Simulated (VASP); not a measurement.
Wanted: the native input for a VASP 6.6.1 run.

* Task: single point
* Functional: PBE
* Potentials or basis: VASP PAW PBE potentials, release 64 (Rb_sv, Cl)
* Cutoff: 500 eV
* k mesh: 4 × 4 × 4
* Occupations: fermi-dirac, width 0.25852 eV
* Spin: no spin polarisation
* Dipole correction: no
* Further INCAR settings: ALGO = Normal; EDIFF = 1e-06; NBANDS = 15

The structure of RbCl lies in POSCAR:

```
RbCl
1.0
    0.0000000000      3.3087073290      3.3087073290
    3.3087073290      0.0000000000      3.3087073290
    3.3087073290      3.3087073290      0.0000000000
Rb Cl
1 1
Direct
    0.0000000000      0.0000000000      0.0000000000
    0.5000000000      0.5000000000      0.5000000000
```

These files were run (other wordings do the same):

INCAR

```
SYSTEM = RbCl
ALGO = Normal
EDIFF = 1E-6
ENCUT = 500
GGA = PE
GGA_COMPAT = .False.
ISIF = 2
ISMEAR = -1
LASPH = .True.
LCHARG = .True.
LELF = .True.
LREAL = .False.
LVHAR = .True.
LWAVE = .False.
NBANDS = 15
NELM = 120
PREC = Accurate
SIGMA = 0.2585199978643553
```

KPOINTS

```
k-points
0
Gamma
  4 4 4
  0 0 0
```

Potentials or basis: VASP PAW PBE potentials, release 64 (Rb_sv, Cl).

Launch:

```console
$ cat potpaw_PBE.64/Rb_sv/POTCAR potpaw_PBE.64/Cl/POTCAR > POTCAR
$ mpirun -np 1 vasp_std > vasp.out
```

It gave:

The pressure is 0.6 GPa and the band gap on the k mesh is 4.95 eV.

It took 6.3 s on 1 thread of Intel(R) Xeon(R) 6975P-C (Granite Rapids) (shared host), peak memory 0.2 GiB.
